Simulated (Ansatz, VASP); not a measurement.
**Nb: VASP beside Ansatz**

```xyz
2
Lattice="-1.8863 1.8864 1.3502 1.8864 -1.8863 1.3502 3.4275 3.4275 -1.3500" Properties=species:S:1:pos:R:3 pbc="T T T"
Nb    1.8855   -1.8854    1.3502
Nb    0.7715    2.6560    0.6752
```

Alike in both runs: task single point; functional LDA; k mesh 15 × 15 × 8; occupations fermi-dirac, width 0.1 eV; no spin polarisation.

|  | VASP | Ansatz |
| --- | --- | --- |
| version | VASP 6.6.1 | Ansatz 0.2.0 |
| potentials or method | VASP PAW LDA potentials, release 64 (Nb_sv), cutoff 520 eV | plane waves (420 eV) with PAW, scalar-relativistic |
| valence electrons in the cell | 26 | 26 |

|  | VASP | Ansatz | Ansatz less VASP |
| --- | --- | --- | --- |
| pressure (GPa) | -0.1 | 0.0 | +0.11 |
| traceless stress, the component that is largest in VASP (GPa) | 0.34 | 0.32 | -0.016 |

Ansatz warns that its potentials were made for another functional, while VASP's fit it. LDA's correlation is that of Perdew and Zunger in VASP and of Perdew and Wang (1992) in Ansatz.
